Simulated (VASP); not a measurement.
Input of a VASP 6.6.1 run:

File INCAR:

```
SYSTEM = NiRh
  ALGO = Normal
  EDIFF = 1E-7
  ENCUT = 520
  GGA = PS
  ISIF = 2
  ISMEAR = -1
  ISPIN = 2
  LASPH = .True.
  LCHARG = .False.
  LMAXMIX = 4
  LORBIT = 11
  LREAL = .False.
  LWAVE = .False.
  MAGMOM = 1.5 1
  NBANDS = 24
  NELM = 150
  PREC = Accurate
  SIGMA = 0.05
```

The input KPOINTS:

```
k-points
0
Gamma
  15 15 15
  0 0 0
```

The input POSCAR:

```
NiRh
1.0
    1.3399021058      0.7735928415      4.1923485825
   -1.3399021058      0.7735928415      4.1923485825
    0.0000000000     -1.5471856829      4.1923485825
Ni Rh
1 1
Direct
    0.0000000000      0.0000000000      0.0000000000
    0.5000000000      0.5000000000      0.5000000000
```

Potentials or basis: VASP PAW PBE potentials, release 64 (Ni, Rh_pv).

The run is started by

```bash
$ cat potpaw_PBE.64/Ni/POTCAR potpaw_PBE.64/Rh_pv/POTCAR > POTCAR
$ mpirun -np 1 vasp_std > vasp.out
```

Problem. Predict the net moment.

Solution. 1.21 μB per cell.

Problem. Predict the site moments.

Solution. Ni +0.76; Rh +0.47 μB.

Problem. Estimate the pressure.

Solution. -13.9 GPa.

Stress tensor (GPa, compression positive):
```
-15.41   0.00   0.00
  0.00 -15.41   0.00
  0.00   0.00 -10.88
```

Caveat: the cell stands under tension; the PAW data sets were made with another functional, which shifts forces and pressure a little.
